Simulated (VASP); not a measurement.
A run of VASP 6.6.1:

INCAR

```
SYSTEM = FeNi3
  ALGO = Normal
  EDIFF = 1E-6
  ENCUT = 520
  GGA = PE
  ISIF = 2
  ISMEAR = 0
  ISPIN = 2
  LASPH = .True.
  LCHARG = .True.
  LELF = .True.
  LMAXMIX = 4
  LORBIT = 11
  LREAL = .False.
  LVHAR = .True.
  LWAVE = .False.
  MAGMOM = 4 2 2 2
  NBANDS = 31
  NELM = 150
  PREC = Accurate
  SIGMA = 0.1
```

Contents of KPOINTS:

```
k-points
0
Gamma
  8 8 8
  0 0 0
```

POSCAR

```
FeNi3
1.0
   -1.7669790000      1.7669790000      3.5395920000
    1.7669790000     -1.7669790000      3.5395920000
    1.7669790000      1.7669790000     -3.5395920000
Fe Ni
1 3
Direct
    0.0000000000      0.0000000000      0.0000000000
    0.5000000000      0.5000000000      0.0000000000
    0.7500000000      0.2500000000      0.5000000000
    0.2500000000      0.7500000000      0.5000000000
```

Potentials or basis: VASP PAW PBE potentials, release 64 (Fe, Ni).

Launch:

```bash
$ cat potpaw_PBE.64/Fe/POTCAR potpaw_PBE.64/Ni/POTCAR > POTCAR
$ mpirun -np 1 vasp_std > vasp.out
```

Hardware: 1 thread of Intel(R) Xeon(R) Platinum 8259CL CPU @ 2.50GHz (Skylake/Cascade Lake) (shared host).

Q: How long does it take, and how much memory?

A: Run time: 5.1 min on 1 thread of Intel(R) Xeon(R) Platinum 8259CL CPU @ 2.50GHz (Skylake/Cascade Lake) (shared host), peak memory 0.28 GiB. Counts: scf iterations 18, k points 59.
